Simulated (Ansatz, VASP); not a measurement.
**Ge2Sb2Te5: VASP beside Ansatz**

```
Ge Sb Te
1.0
     4.19384    0.00000    0.00000
    -2.09692    3.63197    0.00000
     0.00000    0.00000   17.78713
Ge Sb Te
2 2 5
Direct
  0.33333 0.66667 0.44326
  0.66667 0.33333 0.55674
  0.33333 0.66667 0.11209
  0.66667 0.33333 0.88791
  0.00000 0.00000 0.00000
  0.33333 0.66667 0.79009
  0.66667 0.33333 0.20991
  0.00000 0.00000 0.36225
  0.00000 0.00000 0.63775
```

Alike in both runs: functional PBE; dispersion D3(BJ); k mesh 10 × 10 × 2; occupations gaussian, width 0.05 eV; no spin polarisation.

Ansatz relaxed the structure, and its values are those at the end. VASP's run is a single point on that final structure, the one shown.

|  | VASP | Ansatz |
| --- | --- | --- |
| version | VASP 6.6.1 | Ansatz 0.2.0 |
| potentials or method | VASP PAW PBE potentials, release 64 (Ge_d, Sb, Te) | scalar-relativistic, plane waves, PAW |
| plane-wave cutoff (eV) | 520 | 420 |
| valence electrons in the cell | 68 | 138 |

|  | VASP | Ansatz | Ansatz less VASP |
| --- | --- | --- | --- |
| pressure (GPa) | 0.0 | 0.0 | -0.01 |
| rms of the force components (eV/Å) | 0.012 | 0.001 | -0.0110 |

VASP's potentials hold 68 valence electrons a cell and Ansatz's 138, so a difference there can come from the potentials and not from the codes. Ansatz's warnings: dispersion switch in reach, relaxed geometry near dispersion switch.

Neither program's run includes spin-orbit coupling.
